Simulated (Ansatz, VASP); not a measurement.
# Rh in VASP and in Ansatz

```
Rh
1.0
     0.00000    1.87710    1.87710
     1.87710    0.00000    1.87710
     1.87710    1.87710    0.00000
Rh
1
Cartesian
  0.0000 0.0000 0.0000
```

Alike in both runs: functional LDA; k mesh 14 × 14 × 14; occupations gaussian, width 0.1 eV; no spin polarisation.

Ansatz relaxed the structure, and its values are those at the end. VASP's run is a single point on that final structure, the one shown.

|  | VASP | Ansatz |
| --- | --- | --- |
| version | VASP 6.6.1 | Ansatz 0.2.0 |
| potentials or method | VASP PAW LDA potentials, release 64 (Rh_pv), cutoff 500 eV | scalar-relativistic, plane waves, PAW |
| valence electrons in the cell | 15 | 17 |

|  | VASP | Ansatz | Ansatz less VASP |
| --- | --- | --- | --- |
| gap on the k mesh at the Fermi level (eV) | none | none | - |
| pressure (GPa) | 0.9 | 0.0 | -0.88 |

Ansatz warns that its potentials were made for another functional, while VASP's fit it. LDA's correlation is that of Perdew and Zunger in VASP and of Perdew and Wang (1992) in Ansatz. A gap of «none» marks a metal or a gap that the smearing closes. VASP's potentials hold 15 valence electrons a cell and Ansatz's 17, so a difference there can come from the potentials and not from the codes.
